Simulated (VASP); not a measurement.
CsGeF3: single point with PBE

The system is CsGeF3.

```
Cs Ge F
1.0
     4.49652    0.00000    0.00000
     0.00000    4.49652    0.00000
     0.00000    0.00000    4.49652
Cs Ge F
1 1 3
Direct
  0.00000 0.00000 0.00000
  0.50000 0.50000 0.50000
  0.50000 0.50000 0.00000
  0.50000 0.00000 0.50000
  0.00000 0.50000 0.50000
```

```yaml
Program: VASP 6.6.1
Task: single point
Functional: PBE
Potentials_or_basis: VASP PAW PBE potentials, release 64 (Cs_sv, Ge_d, F)
Cutoff: 520 eV
k_mesh: 4 × 4 × 4
Occupations: gaussian, width 0.01 eV
Spin: no spin polarisation
Dipole_correction: no
Further_INCAR_settings: ALGO = Normal; EDIFF = 1e-06; NBANDS = 30
```

| Quantity | Value |
| --- | --- |
| Pressure | 2.4 GPa |
| Band gap on the k mesh | 1.84 eV, direct |

Levels at points of the mesh, in eV from the valence-band top:
```
           k point  band 20  band 21  band 22  band 23  band 24  band 25
(0.00, 0.00, 0.00)    -4.12    -4.12    -4.12     4.58     4.58     5.08
(0.50, 0.00, 0.00)    -4.37    -4.37    -2.52     2.75     5.03     5.03
(0.50, 0.50, 0.00)    -4.31    -4.09    -1.17     2.83     2.83     5.05
(0.50, 0.50, 0.50)    -4.07    -4.07     0.00     1.84     1.84     1.84
```

Wall time 33 s on 1 thread of Intel(R) Xeon(R) Platinum 8259CL CPU @ 2.50GHz (Skylake/Cascade Lake) (shared host), peak memory 0.21 GiB.

Caveat: spin-orbit coupling is left out, which moves the levels of the heavy elements. As with any semilocal functional, this PBE gap is likely too small.
